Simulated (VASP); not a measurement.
# Au in VASP: notebook, part 2 of 2

VASP 6.6.1.

### Step 4. Single point, PBEsol (strained)

File INCAR:

```
ALGO = Normal ; EDIFF = 1E-6
ENCUT = 520 ; GGA = PS
ISIF = 2 ; ISMEAR = 0
LASPH = True ; LCHARG = False
LREAL = False ; LWAVE = False
NBANDS = 12 ; NELM = 100
PREC = Accurate ; SIGMA = 0.1
```

File KPOINTS:

```
k-points
0
Gamma
  16 16 16
```

File POSCAR:

```
Au
1.0
    0.0000000000      2.0555843150      2.1783143150
    2.0555843150      0.0000000000      2.1783143150
    2.0555843150      2.0555843150      0.0000000000
Au
1
Direct
    0.0000000000      0.0000000000      0.0000000000
```

Potentials or basis: VASP PAW PBE potentials, release 64 (Au).

Run with:

```bash
cat potpaw_PBE.64/Au/POTCAR > POTCAR
mpirun -np 1 vasp_std > vasp.out
```

OUTCAR:

```text
EDIFF = 1E-6
   ENCUT = 520
   GGA = PS
   ISIF = 2
   ISMEAR = 0
   LASPH = True
   LREAL = False
   NELM = 100
   PREC = Accurate

 ion  position               nearest neighbor table
   1  0.000  0.000  0.000-

  LATTYP: Found a body centered tetragonal cell.
 ALAT       =     2.9070352169
 C/A-ratio  =     1.4986501040

  Lattice vectors:

 A1 = (  -2.0555843150,   0.0000000000,   2.1783143150)
 A2 = (   2.0555843150,   0.0000000000,   2.1783143150)
 A3 = (   0.0000000000,   2.0555843150,  -2.1783143150)

Analysis of symmetry for initial positions (statically):
=====================================================================
 Subroutine PRICEL returns:
 Original cell was already a primitive cell.

 Routine SETGRP: Setting up the symmetry group for a
 body centered tetragonal supercell.

 Subroutine GETGRP returns: Found 16 space group operations
 (whereof 16 operations were pure point group operations)
 out of a pool of 16 trial point group operations.

The static configuration has the point symmetry D_4h.

Analysis of symmetry for dynamics (positions and initial velocities):
[... 158 lines left out ...]

 val. band max:        7.9919826571   @ k =  -0.2500   0.2500   0.0625
 cond. band min:       8.0135217647   @ k =   0.5000   0.2500   0.0625
 fundamental gap:      0.0215391076
 Fermi energy:         8.0000888018

 k-point     1 :       0.0000    0.0000    0.0000
  band No.  band energies     occupation
      1      -1.0852      2.00000
      2       3.4415      2.00000
      3       3.9266      2.00000
      4       3.9266      2.00000
      5       4.8198      2.00000
      6       5.3328      2.00000
      7      22.6644      0.00000
      8      25.6593      0.00000
      9      26.4240      0.00000
     10      26.4240      0.00000
     11      30.8457      0.00000
     12      34.0686      0.00000
[... 331 lines left out ...]
 k-point    24 :      -0.0625    0.0625    0.0000
  band No.  band energies     occupation
      1      -0.7363      2.00000
      2       3.5953      2.00000
      3       3.7793      2.00000
      4       4.0236      2.00000
      5       4.8749      2.00000
      6       5.2017      2.00000
      7      22.9509      0.00000
      8      24.4486      0.00000
      9      25.4669      0.00000
     10      27.1532      0.00000
     11      31.5283      0.00000
     12      31.7520      0.00000

 [... further k-points ...]
[... 5 lines left out ...]
  --------------------------------------------------------------------------------------
  -------------------------------------------------------------------------------------
  Total       -1.2328462     -1.2328462     -1.3683736      0.0000000     -0.0000000      0.0000000
  in kB     -107.2996632   -107.2996632   -119.0951667      0.0000000     -0.0000000      0.0000000
  external PRESSURE =    -111.2314977 kB  Pullay stress =       0.0000000 kB

 VOLUME and BASIS-vectors are now :
 -----------------------------------------------------------------------------
  energy-cutoff  :      520.00
  volume of cell :       18.41
      direct lattice vectors                 reciprocal lattice vectors
     0.000000000  2.055584315  2.178314315    -0.243239840  0.243239840  0.229535286
     2.055584315  0.000000000  2.178314315     0.243239840 -0.243239840  0.229535286
     2.055584315  2.055584315  0.000000000     0.243239840  0.243239840 -0.229535286

 POSITION                                       TOTAL-FORCE (eV/Angst)
 -----------------------------------------------------------------------------------
      0.00000      0.00000      0.00000         0.000000      0.000000      0.000000
 -----------------------------------------------------------------------------------
    total drift:                               -0.000000     -0.000000     -0.000000

  FREE ENERGIE OF THE ION-ELECTRON SYSTEM (eV)
  ---------------------------------------------------
  free  energy   TOTEN  =        -3.8689804229 eV

  energy  without entropy=       -3.8674372276  energy(sigma->0) =       -3.86820883
```

stdout:

```text
POSCAR found type information on POSCAR Au
 POSCAR found :  1 types and       1 ions
 scaLAPACK will be used
 -----------------------------------------------------------------------------
|                                                                             |
|                                                                             |
|     You enforced a specific xc type in the INCAR file but a different       |
|     I HOPE YOU KNOW WHAT YOU ARE DOING!                                     |
|                                                                             |
 -----------------------------------------------------------------------------

 LDA part: xc-table for (Slater+PW92), standard interpolation
 POSCAR, INCAR and KPOINTS ok, starting setup
 FFT: planning ... GRIDC
 FFT: planning ... GRID_SOFT
 FFT: planning ... GRID
 WAVECAR not read
 entering main loop
```

Run time: 51 s. Hardware: 1 thread of AMD EPYC 7R13 (Zen 3), shared host; peak memory 0.17 GiB.

Results:

| Quantity | Value |
| --- | --- |
| Free energy | -3.8690 eV |
| Pressure | -11.1 GPa |
| Band gap on the k mesh | zero (an odd number of electrons rules out a gap without spin polarisation) |

Caveat: the cell differs from its parent crystal (strained); the cell stands under tension; the PAW data sets were made with another functional, which shifts forces and pressure a little; spin-orbit coupling is left out, which moves the levels of the heavy elements.

### Step 5. Single point, PBEsol (the cell strained at random)

File INCAR:

```
SYSTEM = Au
PREC = Accurate
ENCUT = 520
EDIFF = 1E-7
ISMEAR = 0
SIGMA = 0.1
LREAL = .False.
LASPH = .True.
NELM = 80
ALGO = Fast
ISIF = 2
LWAVE = .False.
LCHARG = .False.
GGA = PS
NBANDS = 12
```

File KPOINTS:

```
regular mesh
0
Gamma
  14 14 14
  0 0 0
```

File POSCAR:

```
Au
1.0
   -0.0160776300      2.1327405750      2.1636889900
    2.1420476000     -0.0104525050      2.1580638650
    2.1172152300      2.1022830800      0.0143798650
Au
1
Direct
    0.0000000000      0.0000000000      0.0000000000
```

Potentials or basis: VASP PAW PBE potentials, release 64 (Au).

Run with:

```bash
cat potpaw_PBE.64/Au/POTCAR > POTCAR
mpirun -np 1 vasp_std > vasp.out
```

OUTCAR:

```text
SYSTEM = Au
   PREC = Accurate
   ENCUT = 520
   EDIFF = 1E-7
   ISMEAR = 0
   LREAL = .False.
   LASPH = .True.
   NELM = 80
   ISIF = 2
   GGA = PS

 ion  position               nearest neighbor table
   1  0.000  0.000  0.000-

  LATTYP: Found a triclinic cell.
 ALAT       =     3.0381558380
 B/A-ratio  =     1.3974662983
 C/A-ratio  =     2.2427431913
 COS(alpha) =     0.0028312454
 COS(beta)  =     0.6750746414
 COS(gamma) =     0.7053514678

  Lattice vectors:

 A1 = (   0.0160776300,  -2.1327405750,  -2.1636889900)
 A2 = (   0.0409100000,  -4.2454761600,  -0.0200049900)
 A3 = (  -2.1508023400,  -0.0095524850,  -6.4654368550)

Analysis of symmetry for initial positions (statically):
=====================================================================
 Subroutine PRICEL returns:
 Original cell was already a primitive cell.

 Routine SETGRP: Setting up the symmetry group for a
 triclinic supercell.

 Subroutine GETGRP returns: Found  2 space group operations
 (whereof  2 operations were pure point group operations)
 out of a pool of  2 trial point group operations.

[... 164 lines left out ...]
 cond. band min:       7.0951127641   @ k =   0.3571   0.2143   0.5000
 fundamental gap:      0.0060158195
 Fermi energy:         7.0896039917

 k-point     1 :       0.0000    0.0000    0.0000
  band No.  band energies     occupation
      1      -1.3967      2.00000
      2       3.0801      2.00000
      3       3.1057      2.00000
      4       3.2628      2.00000
      5       4.3077      2.00000
      6       4.4015      2.00000
      7      21.7339      0.00000
      8      24.6665      0.00000
      9      24.8461      0.00000
     10      25.3664      0.00000
     11      29.4023      0.00000
     12      32.4416      0.00000
[... 331 lines left out ...]
 k-point    24 :       0.0714    0.1429   -0.0000
  band No.  band energies     occupation
      1      -0.8383      2.00000
      2       2.9026      2.00000
      3       3.2964      2.00000
      4       3.4512      2.00000
      5       4.1229      2.00000
      6       4.4696      2.00000
      7      21.8299      0.00000
      8      22.7757      0.00000
      9      24.7319      0.00000
     10      25.0131      0.00000
     11      28.7538      0.00000
     12      30.8639      0.00000

 [... further k-points ...]
[... 5 lines left out ...]
  --------------------------------------------------------------------------------------
  -------------------------------------------------------------------------------------
  Total       -1.9695781     -1.9635786     -1.9709707      0.0021160     -0.0056475     -0.0033008
  in kB     -161.4676875   -160.9758446   -161.5818571      0.1734741     -0.4629872     -0.2706047
  external PRESSURE =    -161.3417964 kB  Pullay stress =       0.0000000 kB

 VOLUME and BASIS-vectors are now :
 -----------------------------------------------------------------------------
  energy-cutoff  :      520.00
  volume of cell :       19.54
      direct lattice vectors                 reciprocal lattice vectors
    -0.016077630  2.132740575  2.163688990    -0.232151618  0.232216698  0.231553417
     2.142047600 -0.010452505  2.158063865     0.231179765 -0.234414030  0.232778897
     2.117215230  2.102283080  0.014379865     0.236664409  0.238926821 -0.233750749

 POSITION                                       TOTAL-FORCE (eV/Angst)
 -----------------------------------------------------------------------------------
      0.00000      0.00000      0.00000        -0.000000     -0.000000     -0.000000
 -----------------------------------------------------------------------------------
    total drift:                                0.000000     -0.000000     -0.000000

  FREE ENERGIE OF THE ION-ELECTRON SYSTEM (eV)
  ---------------------------------------------------
  free  energy   TOTEN  =        -3.7708605647 eV

  energy  without entropy=       -3.7688755463  energy(sigma->0) =       -3.76986806
```

stdout:

```text
POSCAR found type information on POSCAR Au
 POSCAR found :  1 types and       1 ions
 scaLAPACK will be used
 -----------------------------------------------------------------------------
|                                                                             |
|                                                                             |
|     You enforced a specific xc type in the INCAR file but a different       |
|     I HOPE YOU KNOW WHAT YOU ARE DOING!                                     |
|                                                                             |
 -----------------------------------------------------------------------------

 LDA part: xc-table for (Slater+PW92), standard interpolation
 POSCAR, INCAR and KPOINTS ok, starting setup
 FFT: planning ... GRIDC
 FFT: planning ... GRID_SOFT
 FFT: planning ... GRID
 WAVECAR not read
 entering main loop
WARNING in EDDRMM: call to ZHEGV failed, returncode =   8  4     12
```

Wall time 3.8 min (1 thread of AMD EPYC 7R13 (Zen 3), shared host); peak memory 0.37 GiB.

What came out:

```
Free energy            : -3.7709 eV
Pressure               : -16.1 GPa
Band gap on the k mesh : zero (an odd number of electrons rules out a gap without spin polarisation)
```

Caveat: the cell differs from its parent crystal (the cell strained at random); the cell stands under tension; the PAW data sets were made with another functional, which shifts forces and pressure a little; spin-orbit coupling is left out, which moves the levels of the heavy elements.

### Step 6. Single point, PBEsol (strained)

File INCAR:

```
SYSTEM = Au
ALGO     = Normal         ! electronic algorithm
EDIFF    = 1E-6           ! SCF threshold, eV
ENCUT    = 520            ! plane-wave cutoff, eV
GGA      = PS             ! functional
ISIF     = 2              ! what is computed and relaxed
ISMEAR   = 0              ! smearing method
LASPH    = .True.         ! aspherical terms in the spheres
LCHARG   = .False.        ! write CHGCAR
LREAL    = .False.        ! projectors in reciprocal space
LWAVE    = .False.        ! write WAVECAR
NBANDS   = 12             ! bands
NELM     = 60             ! most SCF steps
PREC     = Accurate       ! precision mode
SIGMA    = 0.1            ! smearing width, eV
```

File KPOINTS:

```
k-points
0
Gamma
  18 18 18
  0 0 0
```

File POSCAR:

```
Au
1.0
    0.0000000000      2.0597571350      2.0597571350
    2.0597571350      0.0000000000      2.0597571350
    2.0597571350      2.0597571350      0.0000000000
Au
1
Direct
    0.0000000000      0.0000000000      0.0000000000
```

Potentials or basis: VASP PAW PBE potentials, release 64 (Au).

Run with:

```bash
cat potpaw_PBE.64/Au/POTCAR > POTCAR
mpirun -np 1 vasp_std > vasp.out
```

Wall time 11 s (1 thread of Intel Xeon 6975P-C (Granite Rapids), shared host); peak memory 0.16 GiB.

It converged, with:

* Free energy: -3.9185 eV
* Pressure: -4.5 GPa
* Band gap on the k mesh: zero (an odd number of electrons rules out a gap without spin polarisation)

Levels at points of the mesh, in eV from the Fermi level:
```tsv
k point	band 4	band 5	band 6	band 7	band 8	band 9
(0.00, 0.00, 0.00)	-4.50	-3.04	-3.04	14.57	18.42	18.42
(0.50, 0.00, 0.00)	-1.89	-1.89	-0.86	2.96	14.01	16.94
(0.50, 0.50, 0.00)	-1.58	-1.58	1.07	5.58	9.92	9.92
```

Caveat: the cell differs from its parent crystal (strained); the cell stands under tension; the PAW data sets were made with another functional, which shifts forces and pressure a little; spin-orbit coupling is left out, which moves the levels of the heavy elements.

### Step 7. Summary

```tsv
task	level	potentials or basis	cell	k mesh	cutoff (eV)	smearing	gap on the mesh (eV)	pressure (GPa)
relaxation of cell and atoms	PBEsol	VASP PAW PBE potentials, release 64 (Au)	relaxed to 3 GPa from a = 2.887 Å, angles 60.0°, 1 atom	20 × 20 × 20	500	fermi-dirac 0.15 eV	none	3.0
single point	LDA	VASP PAW LDA potentials, release 64 (Au)	a = 2.958 Å, angles 60.0°, 1 atom	18 × 18 × 18	520	gaussian 0.1 eV	none	-14.1
single point	PBEsol	VASP PAW PBE potentials, release 64 (Au)	a = 2.995, b = 2.995, c = 2.907 Å, angles 61.0, 61.0, 58.1°, 1 atom	16 × 16 × 16	520	gaussian 0.1 eV	none	-11.1
single point	PBEsol	VASP PAW PBE potentials, release 64 (Au)	a = 3.038, b = 3.041, c = 2.984 Å, angles 59.9, 60.4, 60.0°, 1 atom	14 × 14 × 14	520	gaussian 0.1 eV	none	-16.1
single point	PBEsol	VASP PAW PBE potentials, release 64 (Au)	a = 2.913 Å, angles 60.0°, 1 atom	18 × 18 × 18	520	gaussian 0.1 eV	none	-4.5
```

Alike in all rows: no spin polarisation.

Caveats: spin-orbit coupling is left out, which moves the levels of the heavy elements; the PAW data sets were made with another functional, which shifts forces and pressure a little (at least some runs); the cell stands under tension (at least some runs); the cell is relaxed towards a set pressure, so the run minimises the enthalpy, not the energy (at least some runs).

Total energies depend on the potentials used, so only differences within one code and one set of settings carry meaning.
